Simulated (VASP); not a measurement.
# Ba2SrP2 (P-3m1) in VASP: single point with PBE

Aim: the single point of Ba2SrP2 with PBE.

Program: VASP 6.6.1. These are calculated values, not measurements. Logs are shortened: lines on timing, memory, paths and dates and some standing lists are left out, and cuts for length are marked.

### Step 1. The cell of the first run

It takes space group P-3m1 (No. 164, trigonal). Conventional cell: a = 5.323 Å, b = 5.323 Å, c = 7.005 Å, α = 90.00°, β = 90.00°, γ = 120.00°. Within 4.2 Å of Ba (site symmetry 3m) lie 5 P at 3.15 to 3.59 Å and 3 Sr at 3.75 Å and 3 Ba at 4.11 Å. Within 4.5 Å of Sr (site symmetry -3m) lie 6 P at 3.40 Å and 6 Ba at 3.75 Å. Within 4.3 Å of P (site symmetry 3m) lie 5 Ba at 3.15 to 3.59 Å and 3 Sr at 3.40 Å and 3 P at 4.22 Å.

### Step 2. Single point, PBE

The input, INCAR:

```
SYSTEM = Ba2SrP2
PREC = Accurate
ENCUT = 520
EDIFF = 1E-7
ISMEAR = 0
SIGMA = 0.02
LREAL = .FALSE.
LASPH = .TRUE.
NELM = 80
ALGO = Normal
ISIF = 2
LWAVE = .FALSE.
LCHARG = .FALSE.
GGA = PE
NBANDS = 28
```

The input, KPOINTS:

```
regular mesh
0
G
  12 12 6
  0 0 0
```

The input, POSCAR:

```
Ba2SrP2
1.0
    5.3225292358      0.0000000000      0.0000000000
   -2.6612646179      4.6094455306      0.0000000000
    0.0000000000      0.0000000000      7.0045624958
Ba Sr P
2 1 2
Direct
    0.3333333333      0.6666666667      0.6942855907
    0.6666666667      0.3333333333      0.3057144093
    0.0000000000      0.0000000000      0.0000000000
    0.6666666667      0.3333333333      0.7938564051
    0.3333333333      0.6666666667      0.2061435949
```

Potentials or basis: VASP PAW PBE potentials, release 64 (Ba_sv, Sr_sv, P).

Command:

```sh
$ cat potpaw_PBE.64/Ba_sv/POTCAR potpaw_PBE.64/Sr_sv/POTCAR potpaw_PBE.64/P/POTCAR > POTCAR
$ mpirun -np 1 vasp_std > vasp.out
```

OUTCAR:

```text
SYSTEM = Ba2SrP2
   PREC = Accurate
   ENCUT = 520
   EDIFF = 1E-7
   ISMEAR = 0
   LREAL = .FALSE.
   LASPH = .TRUE.
   NELM = 80
   ISIF = 2
   GGA = PE

 ion  position               nearest neighbor table
   1  0.333  0.667  0.694-   4 3.15   4 3.15   4 3.15   5 3.42   5 3.59   3 3.75   3 3.75   3 3.75
                             2 4.11   2 4.11   2 4.11
   2  0.667  0.333  0.306-   5 3.15   5 3.15   5 3.15   4 3.42   4 3.59   3 3.75   3 3.75   3 3.75
                             1 4.11   1 4.11   1 4.11
   3  0.000  0.000  0.000-   4 3.40   5 3.40   4 3.40   5 3.40   4 3.40   5 3.40   1 3.75   2 3.75
                             1 3.75   2 3.75   2 3.75   1 3.75
   4  0.667  0.333  0.794-   1 3.15   1 3.15   1 3.15   3 3.40   3 3.40   3 3.40   2 3.42   2 3.59

   5  0.333  0.667  0.206-   2 3.15   2 3.15   2 3.15   3 3.40   3 3.40   3 3.40   1 3.42   1 3.59

  LATTYP: Found a hexagonal cell.
 ALAT       =     5.3225292358
 C/A-ratio  =     1.3160214224

  Lattice vectors:

 A1 = (   5.3225292358,   0.0000000000,   0.0000000000)
 A2 = (  -2.6612646179,   4.6094455306,   0.0000000000)
 A3 = (   0.0000000000,   0.0000000000,   7.0045624958)

Analysis of symmetry for initial positions (statically):
=====================================================================
 Subroutine PRICEL returns:
 Original cell was already a primitive cell.

 Routine SETGRP: Setting up the symmetry group for a
 hexagonal supercell.

 Subroutine GETGRP returns: Found 12 space group operations
 (whereof 12 operations were pure point group operations)
 out of a pool of 24 trial point group operations.

The static configuration has the point symmetry D_3d.

Analysis of symmetry for dynamics (positions and initial velocities):
=====================================================================
 Subroutine PRICEL returns:
 Original cell was already a primitive cell.

 Routine SETGRP: Setting up the symmetry group for a
 hexagonal supercell.

 Subroutine GETGRP returns: Found 12 space group operations
 (whereof 12 operations were pure point group operations)
 out of a pool of 24 trial point group operations.

The dynamic configuration has the point symmetry D_3d.

 Subroutine INISYM returns: Found 12 space group operations
 (whereof 12 operations are pure point group operations),
 and found     1 'primitive' translations

----------------------------------------------------------------------------------------

                                     Primitive cell

  volume of cell :     171.8493

[... 97 lines left out ...]
   NSW    =      0    number of steps for IOM
   IBRION =     -1    ionic relax: 0-MD 1-quasi-New 2-CG
   NFREE  =      0    steps in history (QN), initial steepest desc. (CG)
   ISIF   =      2    stress and relaxation
   ISYM   =      2    0-nonsym 1-usesym 2-fastsym
   POTIM  = 0.5000    time-step for ionic-motion
   TEBEG  =    0.0;   TEEND  =   0.0 temperature during run
   PSTRESS=    0.0 pullay stress
   NELECT =      40.0000    total number of electrons
   NUPDOWN=      -1.0000    fix difference up-down
   EMIN   =  10.00;   EMAX   =-10.00  energy-range for DOS
   EFERMI =   0.00;   METHOD = LEGACY
   ISMEAR =     0;   SIGMA  =   0.02  broadening in eV -4-tet -1-fermi 0-gaus
   EFERMI_NEDOS =   21; number of points for ismear=-14 and -15
   IALGO  =     38    algorithm
   IMIX   =      4    mixing-type and parameters
     AMIX     =   0.40;   BMIX     =  1.00
     AMIX_MAG =   1.60;   BMIX_MAG =  1.00
  volume/ion in A,a.u.               =      34.37       231.94
  Fermi-wavevector in a.u.,A,eV,Ry     =   1.007037  1.903025 13.797998  1.014124
  Thomas-Fermi vector in A             =   2.139817
   LORBIT       =      0    0 simple, 1 ext, 2 COOP (PROOUT), +10 PAW based schemes
   GGA     = PE    functional components
   LHFCALC =     F    Hartree Fock is set to
   AEXX    =    0.0000 exact exchange contribution
   IVDW    =     0    specifies the selected vdW correction
   LEPSILON=     F    determine dielectric tensor
   LRPA    =     F    only Hartree local field effects (RPA)
 non-spin polarized calculation
 Gauss-broadening in eV      SIGMA  =   0.02
  energy-cutoff  :      520.00
  volume of cell :      171.85
 maximum number of plane-waves:      4644
   NGX = 19   NGY = 19   NGZ = 27

 number of electron      40.0000001 magnetization

 Free energy of the ion-electron system (eV)
  ---------------------------------------------------
  ext. energy  EPLUGINS =         0.00000000
  ---------------------------------------------------
  free energy    TOTEN  =       -20.98729521 eV

  energy without entropy =      -20.98729521  energy(sigma->0) =      -20.98729521

 E-fermi :   2.7548     XC(G=0):  -8.5599

 val. band max:        2.5903726449   @ k =   0.0000   0.0000   0.0000
 cond. band min:       3.0878130783   @ k =   0.3333   0.3333   0.0000
 fundamental gap:      0.4974404334
 Fermi energy:         2.7547985782

 k-point     1 :       0.0000    0.0000    0.0000
  band No.  band energies     occupation
      1     -33.0691      2.00000
      2     -24.8588      2.00000
      3     -24.7960      2.00000
      4     -15.1825      2.00000
      5     -15.0382      2.00000
      6     -15.0382      2.00000
[... 733 lines left out ...]
     27       6.1774      0.00000
     28       6.7854      0.00000

 [... further k-points ...]

------------------------ aborting loop because EDIFF is reached ----------------------------------------

  FORCE on cell =-STRESS in cart. coord.  units (eV):
  Direction    XX          YY          ZZ          XY          YZ          ZX
  --------------------------------------------------------------------------------------
  -------------------------------------------------------------------------------------
  Total        0.5766280      0.5766280      0.4240836      0.0000000      0.0000000     -0.0000000
  in kB        5.3759909      5.3759909      3.9537964      0.0000000      0.0000000     -0.0000000
  external PRESSURE =       4.9019261 kB  Pullay stress =       0.0000000 kB

 VOLUME and BASIS-vectors are now :
 -----------------------------------------------------------------------------
  energy-cutoff  :      520.00
  volume of cell :      171.85
      direct lattice vectors                 reciprocal lattice vectors
     5.322529236  0.000000000  0.000000000     0.187880603  0.108472916  0.000000000
    -2.661264618  4.609445531  0.000000000     0.000000000  0.216945833  0.000000000
     0.000000000  0.000000000  7.004562496     0.000000000  0.000000000  0.142764091

 POSITION                                       TOTAL-FORCE (eV/Angst)
 -----------------------------------------------------------------------------------
     -0.00000      3.07296      4.86317        -0.000000      0.000000     -0.018743
      2.66126      1.53648      2.14140         0.000000     -0.000000      0.018743
      0.00000      0.00000      0.00000        -0.000000      0.000000      0.000000
      2.66126      1.53648      5.56062        -0.000000      0.000000      0.025445
     -0.00000      3.07296      1.44395         0.000000     -0.000000     -0.025445
 -----------------------------------------------------------------------------------
    total drift:                                0.000000     -0.000000     -0.000000

  FREE ENERGIE OF THE ION-ELECTRON SYSTEM (eV)
  ---------------------------------------------------
  free  energy   TOTEN  =       -20.9872952125 eV

  energy  without entropy=      -20.9872952125  energy(sigma->0) =      -20.98729521
```

OSZICAR:

```text
N       E                     dE             d eps       ncg     rms          rms(c)
DAV:   1     0.251484618841E+03    0.25148E+03   -0.17603E+04  5600   0.125E+03
DAV:   2    -0.602401234267E+01   -0.25751E+03   -0.25149E+03  8224   0.238E+02
DAV:   3    -0.222840947133E+02   -0.16260E+02   -0.16183E+02  7444   0.591E+01
DAV:   4    -0.228785944930E+02   -0.59450E+00   -0.59366E+00  9684   0.945E+00
DAV:   5    -0.228835817511E+02   -0.49873E-02   -0.49857E-02  7432   0.938E-01    0.129E+01
DAV:   6    -0.210542224368E+02    0.18294E+01   -0.58858E+00  6284   0.629E+00    0.104E+01
DAV:   7    -0.209895128562E+02    0.64710E-01   -0.11385E+00  8312   0.327E+00    0.536E+00
DAV:   8    -0.209923798865E+02   -0.28670E-02   -0.27619E-01  7336   0.164E+00    0.520E-01
DAV:   9    -0.209851201108E+02    0.72598E-02   -0.65871E-02  6964   0.730E-01    0.353E-01
DAV:  10    -0.209868257597E+02   -0.17056E-02   -0.43973E-03  7660   0.257E-01    0.113E-01
DAV:  11    -0.209872327211E+02   -0.40696E-03   -0.56472E-04  6808   0.110E-01    0.556E-02
DAV:  12    -0.209872657447E+02   -0.33024E-04   -0.50899E-05  8584   0.253E-02    0.274E-02
DAV:  13    -0.209872936732E+02   -0.27928E-04   -0.46381E-05  6400   0.263E-02    0.659E-03
DAV:  14    -0.209872949800E+02   -0.13068E-05   -0.41247E-06  8308   0.698E-03    0.382E-03
DAV:  15    -0.209872952207E+02   -0.24076E-06   -0.98864E-07  5688   0.371E-03    0.186E-03
DAV:  16    -0.209872952125E+02    0.82096E-08   -0.18508E-07  5900   0.147E-03
   1 F= -.20987295E+02 E0= -.20987295E+02  d E =-.578228E-34
```

stdout:

```text
POSCAR found type information on POSCAR BaSrP
 POSCAR found :  3 types and       5 ions
 scaLAPACK will be used
 LDA part: xc-table for (Slater+PW92), standard interpolation
 POSCAR, INCAR and KPOINTS ok, starting setup
 FFT: planning ... GRIDC
 FFT: planning ... GRID_SOFT
 FFT: planning ... GRID
 WAVECAR not read
 entering main loop
```

Wall time 14 min (1 thread of Oxide Virtual Turin-like, shared host); peak memory 0.59 GiB.

Results:

| Property | Result |
| --- | --- |
| Free energy | -20.9873 eV |
| Pressure | 0.5 GPa |
| Largest force | 0.025 eV/Å |
| Band gap on the k mesh | 0.50 eV (least direct gap 0.71 eV) |

Forces on the atoms (eV/Å):
```
Ba   0.000  0.000 -0.019
Ba   0.000  0.000  0.019
Sr   0.000  0.000  0.000
P    0.000  0.000  0.025
P    0.000  0.000 -0.025
```

Stress tensor (GPa, compression positive):
```
0.54 0.00 0.00
0.00 0.54 0.00
0.00 0.00 0.40
```

Caveat: spin-orbit coupling is left out, which moves the levels of the heavy elements.
